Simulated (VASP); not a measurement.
Here is a VASP 6.6.1 calculation.

File INCAR:

```
SYSTEM = Al8H
PREC     = Accurate       ! precision mode
ENCUT    = 520            ! plane-wave cutoff, eV
EDIFF    = 1E-6           ! SCF threshold, eV
ISMEAR   = 0              ! smearing method
SIGMA    = 0.1            ! smearing width, eV
LREAL    = Auto         
LASPH    = .True.         ! aspherical terms in the spheres
NELM     = 100            ! most SCF steps
ALGO     = Normal         ! electronic algorithm
ISIF     = 2              ! what is computed and relaxed
LWAVE    = .False.        ! write WAVECAR
LCHARG   = .True.         ! write CHGCAR
LDIPOL   = .True.       
IDIPOL   = 3            
DIPOL    = 0.5 0.5 0.289
GGA      = PE             ! functional
LELF     = .True.         ! ELF
LVHAR    = .True.       
LVACPOTAV= .True.       
NBANDS   = 40             ! bands
```

KPOINTS

```
regular mesh
0
Gamma
  5 4 1
  0 0 0
```

Contents of POSCAR:

```
Al8H
1.0
    5.7135165837      0.0000000000      0.0000000000
    0.0000000000      8.0801326415      0.0000000000
    0.0000000000      0.0000000000     22.2432786975
Al H
16 2
Direct
    0.2500000000      0.2500000000      0.1798296040
    0.2500000000      0.7500000000      0.1798296040
    0.7500000000      0.2500000000      0.1798296040
    0.7500000000      0.7500000000      0.1798296040
    0.0000000000      0.0000000000      0.2440458181
    0.0000000000      0.5000000000      0.2440458181
    0.5000000000      0.0000000000      0.2440458181
    0.5000000000      0.5000000000      0.2440458181
    0.2500000000      0.2500000000      0.3102598702
    0.2500000000      0.7500000000      0.3102598702
    0.7500000000      0.2500000000      0.3102598702
    0.7500000000      0.7500000000      0.3102598702
    0.0000000000      0.0000000000      0.3705963860
    0.0000000000      0.5000000000      0.3705963860
    0.5000000000      0.0000000000      0.3705963860
    0.5000000000      0.5000000000      0.3705963860
    0.2500000000      0.2097778880      0.3908272164
    0.2500000000      0.2902221120      0.3908272164
```

Potentials or basis: VASP PAW PBE potentials, release 64 (Al, H).

The run is started by

```bash
$ cat potpaw_PBE.64/Al/POTCAR potpaw_PBE.64/H/POTCAR > POTCAR
$ mpirun -np 1 vasp_std > vasp.out
```

Problem. Predict the band gap on the k mesh.

Solution. Zero (bands 25 and 26 overlap by 0.43 eV).

Problem. Predict the largest force.

Solution. 6.877 eV/Å.

Forces on the atoms (eV/Å):
```
Al   0.000  0.000  0.196
Al   0.000  0.000  0.212
Al   0.000  0.000  0.243
Al   0.000  0.000  0.276
Al  -0.005  0.003 -0.286
Al  -0.005 -0.003 -0.286
Al   0.005  0.003 -0.286
Al   0.005 -0.003 -0.286
Al   0.000  0.000 -1.433
Al   0.000  0.000  0.044
Al   0.000  0.000  0.109
Al   0.000  0.000  0.016
Al  -0.282 -0.509 -0.112
Al  -0.282  0.509 -0.112
Al   0.282 -0.509 -0.112
Al   0.282  0.509 -0.112
H    0.000 -6.809  0.963
H    0.000  6.809  0.963
```
